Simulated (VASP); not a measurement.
Input of a VASP 6.6.1 run:

INCAR

```
SYSTEM = ZrB
PREC = Accurate ; ENCUT = 520
EDIFF = 1E-6 ; ISMEAR = 0
SIGMA = 0.15 ; LREAL = .FALSE.
LASPH = .TRUE. ; NELM = 80
ALGO = Normal ; ISIF = 2
LWAVE = .FALSE. ; LCHARG = .TRUE.
GGA = CA ; LELF = .TRUE.
LVHAR = .TRUE. ; NBANDS = 14
```

Contents of KPOINTS:

```
Automatic mesh
0
G
  20 20 20
  0 0 0
```

File POSCAR:

```
ZrB
1.0
    0.0000000000      2.1879087671      2.6254905206
    2.1879087671      0.0000000000      2.6254905206
    2.1879087671      2.1879087671      0.0000000000
Zr B
1 1
Direct
    0.0000000000      0.0000000000      0.0000000000
    0.5000000000      0.5000000000      0.5000000000
```

Potentials or basis: VASP PAW LDA potentials, release 64 (Zr_sv, B).

The run is started by

```bash
$ cat potpaw_LDA.64/Zr_sv/POTCAR potpaw_LDA.64/B/POTCAR > POTCAR
$ mpirun -np 1 vasp_std > vasp.out
```

(1) What does it give for the pressure?

Answers

(1) 33.9 GPa.
